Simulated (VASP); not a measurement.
Set up this calculation in VASP 6.6.1, as the native input.

| Quantity | Value |
| --- | --- |
| Task | single point |
| Functional | r2SCAN |
| Potentials or basis | VASP PAW PBE potentials, release 64 (Bi_d, Se) |
| Cutoff | 520 eV |
| k mesh | 8 × 8 × 8 |
| Occupations | gaussian, width 0.01 eV |
| Spin | no spin polarisation |
| Dipole correction | no |
| Further INCAR settings | ALGO = Normal; EDIFF = 1e-06; NBANDS = 32 |

The system is Bi2Se3.

```
CELL_PARAMETERS angstrom
2.11261 1.21971 9.94940
-2.11261 1.21971 9.94940
0.00000 -2.43943 9.94940
ATOMIC_POSITIONS crystal
Bi 0.39766 0.39766 0.39766
Bi 0.60234 0.60234 0.60234
Se 0.21797 0.21797 0.21797
Se 0.78203 0.78203 0.78203
Se 0.00000 0.00000 0.00000
```

This cell differs from its parent crystal: strain +2.0%.

These files were run (other wordings do the same):

POSCAR

```
Bi2Se3
1.0
    2.1126072404      1.2197143590      9.9494025410
   -2.1126072404      1.2197143590      9.9494025410
    0.0000000000     -2.4394287179      9.9494025410
Bi Se
2 3
Direct
    0.3976551175      0.3976551175      0.3976551175
    0.6023448825      0.6023448825      0.6023448825
    0.2179664609      0.2179664609      0.2179664609
    0.7820335391      0.7820335391      0.7820335391
    0.0000000000      0.0000000000      0.0000000000
```

INCAR.step1

```
ALGO     = Normal         # electronic algorithm
EDIFF    = 1E-4           # SCF threshold, eV
ENCUT    = 520            # plane-wave cutoff, eV
GGA      = PE             # functional
ISMEAR   = 0              # smearing method
LASPH    = T              # aspherical terms in the spheres
LCHARG   = F              # write CHGCAR
LREAL    = F              # projectors in reciprocal space
LWAVE    = T              # write WAVECAR
NBANDS   = 32             # bands
NELM     = 60             # most SCF steps
PREC     = Accurate       # precision mode
SIGMA    = 0.01           # smearing width, eV
```

INCAR.step2

```
ALGO     = Normal         # electronic algorithm
EDIFF    = 1E-6           # SCF threshold, eV
ENCUT    = 520            # plane-wave cutoff, eV
ISIF     = 2              # what is computed and relaxed
ISMEAR   = 0              # smearing method
ISTART   = 1            
LASPH    = T              # aspherical terms in the spheres
LCHARG   = F              # write CHGCAR
LMIXTAU  = T            
LREAL    = F              # projectors in reciprocal space
LWAVE    = F              # write WAVECAR
METAGGA  = R2SCAN         # meta-GGA
NBANDS   = 32             # bands
NELM     = 60             # most SCF steps
PREC     = Accurate       # precision mode
SIGMA    = 0.01           # smearing width, eV
```

KPOINTS

```
k-points
0
Gamma
  8 8 8
```

Potentials or basis: VASP PAW PBE potentials, release 64 (Bi_d, Se).

The run is started by

```sh
$ cat potpaw_PBE.64/Bi_d/POTCAR potpaw_PBE.64/Se/POTCAR > POTCAR
$ cp INCAR.step1 INCAR
$ mpirun -np 1 vasp_std > vasp.out
$ cp INCAR.step2 INCAR
$ mpirun -np 1 vasp_std > vasp.out
```

It gave:

```yaml
Pressure: -1.0 GPa
Largest_force: 0.034 eV/Å
Band_gap_on_the_k_mesh: 0.72 eV
```

Caveat: the cell differs from its parent crystal (strain +2.0%); the PAW data sets were made with another functional, which shifts forces and pressure a little; spin-orbit coupling is left out, which moves the levels of the heavy elements.

It took 56 min on 1 thread of Intel(R) Xeon(R) 6975P-C (Granite Rapids), on a shared host, peak memory 1.2 GiB.
